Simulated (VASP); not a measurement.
# H6C2O in VASP: single point with PBE+D3(BJ)

Aim: the single point of H6C2O with PBE+D3(BJ).

Everything below comes from runs of VASP 6.6.1. Logs are shortened: lines on timing, memory, paths and dates and some standing lists are left out, and cuts for length are marked.

### Step 1. The cell of the first run

The cell holds a disordered packing, 36 atoms: a = 7.529 Å, b = 7.529 Å, c = 7.529 Å, α = 90.00°, β = 90.00°, γ = 90.00°.

### Step 2. Single point, PBE+D3(BJ)

File INCAR:

```
  PREC = Accurate
  ENCUT = 1000
  EDIFF = 1E-6
  ISMEAR = -1
  SIGMA = 0.02
  LREAL = Auto
  LASPH = True
  NELM = 120
  ALGO = Normal
  ISIF = 2
  LWAVE = False
  LCHARG = False
  GGA = PE
  IVDW = 12
  NBANDS = 64
  GGA_COMPAT = False
```

File KPOINTS:

```
Automatic mesh
0
Gamma
  1 1 1
```

File POSCAR:

```
H6C2O
1.0
    7.5290720000      0.0000000000      0.0000000000
    0.0000000000      7.5290720000      0.0000000000
    0.0000000000      0.0000000000      7.5290720000
C O H
8 4 24
Direct
    0.3207114222      0.5043039835      0.5509795701
    0.4535438284      0.5323983072      0.6989239056
    0.9087056200      0.5573134929      0.2926260916
    0.8056889934      0.7276227398      0.2640744517
   -0.0325437518      0.7824444705      0.7813226089
    0.1154649479      0.8320275999      0.9092899317
    0.6603922509      0.1165468086      0.2011053456
    0.5377116133      0.2719213872      0.1764905307
    0.5956851342      0.4069983108      0.6792833784
    0.6230104136      0.6846298201      0.2271887003
    0.0890480641      1.0115230491      0.9657537799
    0.3615281537      0.2036986588      0.1452213534
    0.6730909376      0.4211767196      0.7815183068
    0.5060889186      0.6696931839      0.6926978728
    0.3880359189      0.5156465632      0.8293254481
    0.2095682367      0.5971447709      0.5668362787
    0.3833787207      0.5307454892      0.4212830632
    0.2677709551      0.3680279325      0.5525598722
    0.5626524405      0.7970697664      0.2090287008
    0.8144192509      0.8115483023      0.3842712541
    0.8628497107      0.8052318662      0.1533889588
    1.0496574800      0.5907427432      0.3136354770
    0.8619107564      0.4857621524      0.4115773839
    0.8995845559      0.4679508417      0.1770777847
    0.1962748055      1.0528193664      1.0264696185
    0.1135451368      0.7407803792      1.0246624264
    0.2458413983      0.8170150940      0.8435588055
   -0.0221664173      0.6420243762      0.7428161841
   -0.1636397089      0.8029149838      0.8431316267
   -0.0258320743      0.8639186328      0.6601595242
    0.2796112006      0.3031884607      0.1456489036
    0.5383152154      0.3555859000      0.2963620519
    0.5796080760      0.3573145107      0.0651576891
    0.7969344115      0.1602654544      0.2273045128
    0.6168523709      0.0380367214      0.3162009372
    0.6630977134      0.0321515605      0.0820746713
```

Potentials or basis: VASP PAW PBE potentials, release 64 (C_h, O_h, H_h).

The run is started by

```
cat potpaw_PBE.64/C_h/POTCAR potpaw_PBE.64/O_h/POTCAR potpaw_PBE.64/H_h/POTCAR > POTCAR
mpirun -np 1 vasp_gam > vasp.out
```

OUTCAR:

```text
PREC = Accurate
   ENCUT = 1000
   EDIFF = 1E-6
   ISMEAR = -1
   LREAL = Auto
   LASPH = True
   NELM = 120
   ISIF = 2
   GGA = PE
   IVDW = 12
 IVDW          = 12

 ion  position               nearest neighbor table
   1  0.321  0.504  0.551-  16 1.10  18 1.10  17 1.10   2 1.51
   2  0.454  0.532  0.699-  15 1.11  14 1.11   9 1.43   1 1.51
   3  0.909  0.557  0.293-  24 1.10  22 1.10  23 1.10   4 1.51
   4  0.806  0.728  0.264-  21 1.11  20 1.11  10 1.44   3 1.51
   5  0.967  0.782  0.781-  28 1.10  30 1.10  29 1.10   6 1.52
   6  0.115  0.832  0.909-  27 1.11  26 1.11  11 1.43   5 1.52
   7  0.660  0.117  0.201-  34 1.10  36 1.10  35 1.10   8 1.50
   8  0.538  0.272  0.176-  32 1.10  33 1.10  12 1.44   7 1.50
   9  0.596  0.407  0.679-  13 0.97   2 1.43
  10  0.623  0.685  0.227-  19 0.97   4 1.44
  11  0.089  0.012  0.966-  25 0.98   6 1.43
  12  0.362  0.204  0.145-  31 0.97   8 1.44
  13  0.673  0.421  0.782-   9 0.97
  14  0.506  0.670  0.693-   2 1.11
  15  0.388  0.516  0.829-   2 1.11
  16  0.210  0.597  0.567-   1 1.10
  17  0.383  0.531  0.421-   1 1.10
  18  0.268  0.368  0.553-   1 1.10
[... 16 lines left out ...]
  35  0.617  0.038  0.316-   7 1.10
  36  0.663  0.032  0.082-   7 1.10

  LATTYP: Found a simple cubic cell.
 ALAT       =     7.5290720000

  Lattice vectors:

 A1 = (   7.5290720000,   0.0000000000,   0.0000000000)
 A2 = (   0.0000000000,   7.5290720000,   0.0000000000)
 A3 = (   0.0000000000,   0.0000000000,   7.5290720000)

Analysis of symmetry for initial positions (statically):
=====================================================================
 Subroutine PRICEL returns:
 Original cell was already a primitive cell.

 Routine SETGRP: Setting up the symmetry group for a
 simple cubic supercell.

 Subroutine GETGRP returns: Found  1 space group operations
 (whereof  1 operations were pure point group operations)
 out of a pool of 48 trial point group operations.

The static configuration has the point symmetry C_1 .

Analysis of symmetry for dynamics (positions and initial velocities):
=====================================================================
 Subroutine PRICEL returns:
 Original cell was already a primitive cell.

 Routine SETGRP: Setting up the symmetry group for a
 simple cubic supercell.

 Subroutine GETGRP returns: Found  1 space group operations
 (whereof  1 operations were pure point group operations)
 out of a pool of 48 trial point group operations.

The dynamic configuration has the point symmetry C_1 .

 Subroutine INISYM returns: Found  1 space group operations
 (whereof  1 operations are pure point group operations),
 and found     1 'primitive' translations

----------------------------------------------------------------------------------------

                                     Primitive cell

  volume of cell :     426.7999

  direct lattice vectors                    reciprocal lattice vectors
     7.529072000  0.000000000  0.000000000     0.132818493  0.000000000  0.000000000
     0.000000000  7.529072000  0.000000000     0.000000000  0.132818493  0.000000000
     0.000000000  0.000000000  7.529072000     0.000000000  0.000000000  0.132818493

  length of vectors
     7.529072000  7.529072000  7.529072000     0.132818493  0.132818493  0.132818493

  position of ions in fractional coordinates (direct lattice)
     0.320711422  0.504303984  0.550979570
     0.453543828  0.532398307  0.698923906
     0.908705620  0.557313493  0.292626092
     0.805688993  0.727622740  0.264074452
     0.967456248  0.782444471  0.781322609
     0.115464948  0.832027600  0.909289932
[... 28 lines left out ...]
     0.616852371  0.038036721  0.316200937
     0.663097713  0.032151560  0.082074671

  ion indices of the primitive-cell ions
   primitive index   ion index
                 1           1
                 2           2
                 3           3
                 4           4
                 5           5
                 6           6
[... 28 lines left out ...]
                35          35
                36          36

----------------------------------------------------------------------------------------

 KPOINTS: Automatic mesh

Automatic generation of k-mesh.
 Grid dimensions read from file:
 generate k-points for:    1    1    1

 Generating k-lattice:

  Cartesian coordinates                     Fractional coordinates (reciprocal lattice)
     0.132818493  0.000000000  0.000000000     1.000000000  0.000000000  0.000000000
     0.000000000  0.132818493  0.000000000     0.000000000  1.000000000  0.000000000
     0.000000000  0.000000000  0.132818493     0.000000000  0.000000000  1.000000000

  Length of vectors
     0.132818493  0.132818493  0.132818493

  Shift w.r.t. Gamma in fractional coordinates (k-lattice)
     0.000000000  0.000000000  0.000000000

 Subroutine IBZKPT returns following result:
 ===========================================

 Found      1 irreducible k-points:

 Following reciprocal coordinates:
            Coordinates               Weight
  0.000000  0.000000  0.000000      1.000000
   k-points           NKPTS =      1   k-points in BZ     NKDIM =      1   number of bands    NBANDS=     64
   number of dos      NEDOS =    301   number of ions     NIONS =     36
   total plane-waves  NPLWV = 512000
   dimension x,y,z NGX =    80 NGY =   80 NGZ =   80
   dimension x,y,z NGXF=   160 NGYF=  160 NGZF=  160
   ions per type =               8   4  24
   NGX,Y,Z   is equivalent  to a cutoff of  17.66, 17.66, 17.66 a.u.
   NGXF,Y,Z  is equivalent  to a cutoff of  35.33, 35.33, 35.33 a.u.
 SYSTEM =  unknown system
   PREC   = accura    normal or accurate (medium, high low for compatibility)
   ISTART =      0    job   : 0-new  1-cont  2-samecut
   ICHARG =      2    charge: 1-file 2-atom 10-const
   ISPIN  =      1    spin polarized calculation?
   LNONCOLLINEAR =      F non collinear calculations
   LSORBIT =      F    spin-orbit coupling
   LASPH  =      T    aspherical Exc in radial PAW
   ENCUT  = 1000.0 eV  73.50 Ry    8.57 a.u.  19.41 19.41 19.41*2*pi/ulx,y,z
   NELM   =    120;   NELMIN=  2; NELMDL= -5     # of ELM steps
   EDIFF  = 0.1E-05   stopping-criterion for ELM
   LREAL  =      T    real-space projection
   EDIFFG = 0.1E-04   stopping-criterion for IOM
   NSW    =      0    number of steps for IOM
   IBRION =     -1    ionic relax: 0-MD 1-quasi-New 2-CG
   NFREE  =      0    steps in history (QN), initial steepest desc. (CG)
   ISIF   =      2    stress and relaxation
   ISYM   =      2    0-nonsym 1-usesym 2-fastsym
   POTIM  = 0.5000    time-step for ionic-motion
   TEBEG  =    0.0;   TEEND  =   0.0 temperature during run
   PSTRESS=    0.0 pullay stress
   NELECT =      80.0000    total number of electrons
   NUPDOWN=      -1.0000    fix difference up-down
   EMIN   =  10.00;   EMAX   =-10.00  energy-range for DOS
   EFERMI =   0.00;   METHOD = LEGACY
   ISMEAR =    -1;   SIGMA  =   0.02  broadening in eV -4-tet -1-fermi 0-gaus
   EFERMI_NEDOS =   21; number of points for ismear=-14 and -15
   IALGO  =     38    algorithm
   IMIX   =      4    mixing-type and parameters
     AMIX     =   0.40;   BMIX     =  1.00
     AMIX_MAG =   1.60;   BMIX_MAG =  1.00
  volume/ion in A,a.u.               =      11.86        80.01
  Fermi-wavevector in a.u.,A,eV,Ry     =   0.936907  1.770498 11.943135  0.877796
  Thomas-Fermi vector in A             =   2.063965
   LORBIT       =      0    0 simple, 1 ext, 2 COOP (PROOUT), +10 PAW based schemes
   GGA     = PE    functional components
   LHFCALC =     F    Hartree Fock is set to
   AEXX    =    0.0000 exact exchange contribution
   IVDW    =    12    specifies the selected vdW correction
   LEPSILON=     F    determine dielectric tensor
   LRPA    =     F    only Hartree local field effects (RPA)
 non-spin polarized calculation
  energy-cutoff  :     1000.00
  volume of cell :      426.80
 maximum number of plane-waves:     15324
 NGX is ok and might be reduce to    80
   NGX = 39   NGY = 39   NGZ = 39

 number of electron      80.0000004 magnetization

 Free energy of the ion-electron system (eV)
  ---------------------------------------------------
  ext. energy  EPLUGINS =         0.00000000
  ---------------------------------------------------
  free energy    TOTEN  =      -188.14462270 eV

  energy without entropy =     -188.14462270  energy(sigma->0) =     -188.14462270

 E-fermi :  -2.4358     XC(G=0):  -6.0805

 val. band max:       -3.0104754411   @ k =   0.0000   0.0000   0.0000
 cond. band min:       1.6276512107   @ k =   0.0000   0.0000   0.0000
 fundamental gap:      4.6381266518
 Fermi energy:        -2.4357977774

 k-point     1 :       0.0000    0.0000    0.0000
  band No.  band energies     occupation
      1     -22.7344      2.00000
      2     -22.4161      2.00000
      3     -22.4013      2.00000
      4     -22.0559      2.00000
      5     -15.7481      2.00000
      6     -15.6206      2.00000
[... 44 lines left out ...]
     51       4.9592      0.00000
     52       5.2738      0.00000
 [bands above 52 left out]

------------------------ aborting loop because EDIFF is reached ----------------------------------------

 Edisp (eV)   -1.23922

 E8    (eV) :    -0.2762

  FORCE on cell =-STRESS in cart. coord.  units (eV):
  Direction    XX          YY          ZZ          XY          YZ          ZX
  --------------------------------------------------------------------------------------
  -------------------------------------------------------------------------------------
  Total      -0.28590    -0.09811    -0.71851    -0.96368    -0.03047    -0.09818
  in kB      -1.07325    -0.36831    -2.69725    -3.61758    -0.11436    -0.36858
  external pressure =       -1.38 kB  Pullay stress =        0.00 kB

 VOLUME and BASIS-vectors are now :
 -----------------------------------------------------------------------------
  energy-cutoff  :     1000.00
  volume of cell :      426.80
      direct lattice vectors                 reciprocal lattice vectors
     7.529072000  0.000000000  0.000000000     0.132818493  0.000000000  0.000000000
     0.000000000  7.529072000  0.000000000     0.000000000  0.132818493  0.000000000
     0.000000000  0.000000000  7.529072000     0.000000000  0.000000000  0.132818493

 POSITION                                       TOTAL-FORCE (eV/Angst)
 -----------------------------------------------------------------------------------
      2.41466      3.79694      4.14836         0.010403     -0.012726     -0.096460
      3.41476      4.00847      5.26225         0.068321      0.066297     -0.021901
      6.84171      4.19605      2.20320         0.176234     -0.026585      0.142498
      6.06609      5.47832      1.98824         0.030207     -0.038400      0.021190
      7.28405      5.89108      5.88263        -0.007124      0.030784      0.002373
      0.86934      6.26440      6.84611        -0.049465      0.138070     -0.037783
[... 28 lines left out ...]
      4.64433      0.28638      2.38070        -0.010460      0.024791      0.033571
      4.99251      0.24207      0.61795         0.018613      0.016912     -0.039267
 -----------------------------------------------------------------------------------
    total drift:                               -0.000734      0.000481      0.002243

  FREE ENERGIE OF THE ION-ELECTRON SYSTEM (eV)
  ---------------------------------------------------
  free  energy   TOTEN  =      -189.3838423963 eV

  energy  without entropy=     -189.3838423963  energy(sigma->0) =     -189.38384240
```

Run time: 1.7 min. Hardware: 1 thread of Intel Xeon 6975P-C (Granite Rapids), shared host; peak memory 0.91 GiB.

Results:

* Free energy: -189.3838 eV
* Pressure: -0.1 GPa
* Largest force: 0.228 eV/Å
* Band gap on the k mesh: 4.64 eV
* Dispersion energy per atom: -0.034 eV

Forces on the atoms (eV/Å):
```
C    0.010 -0.013 -0.096
C    0.068  0.066 -0.022
C    0.176 -0.027  0.142
C    0.030 -0.038  0.021
C   -0.007  0.031  0.002
C   -0.049  0.138 -0.038
C    0.091 -0.030  0.020
C   -0.017  0.138  0.128
O    0.014  0.040  0.082
O    0.051  0.020 -0.062
O   -0.059 -0.117 -0.030
O   -0.179  0.064 -0.021
H    0.009 -0.049 -0.082
H   -0.017 -0.049  0.034
H    0.029 -0.015  0.017
H    0.019 -0.023  0.004
H   -0.047 -0.009  0.130
H    0.039  0.066 -0.001
H   -0.068  0.042 -0.029
H    0.006 -0.096 -0.044
H   -0.039 -0.106  0.143
H   -0.133 -0.087 -0.048
H   -0.031  0.046 -0.148
H   -0.018  0.090  0.050
H    0.097 -0.031 -0.046
H    0.038  0.007 -0.024
H   -0.018  0.025  0.017
H   -0.013  0.007  0.002
H    0.079  0.012 -0.026
H   -0.015 -0.018  0.088
H    0.034  0.045  0.048
H    0.003 -0.080 -0.115
H   -0.013 -0.055 -0.037
H   -0.078 -0.035 -0.055
H   -0.010  0.025  0.034
H    0.019  0.017 -0.039
```

Levels at points of the mesh, in eV from the valence-band top:
| k point | band 37 | band 38 | band 39 | band 40 | band 41 | band 42 | band 43 | band 44 |
| --- | --- | --- | --- | --- | --- | --- | --- | --- |
| (0.00, 0.00, 0.00) | -0.59 | -0.24 | -0.21 | 0.00 | 4.64 | 5.72 | 6.02 | 6.31 |

Caveat: the k points lie up to 0.83 Å⁻¹ apart, too coarse for converged energies, forces and pressures.
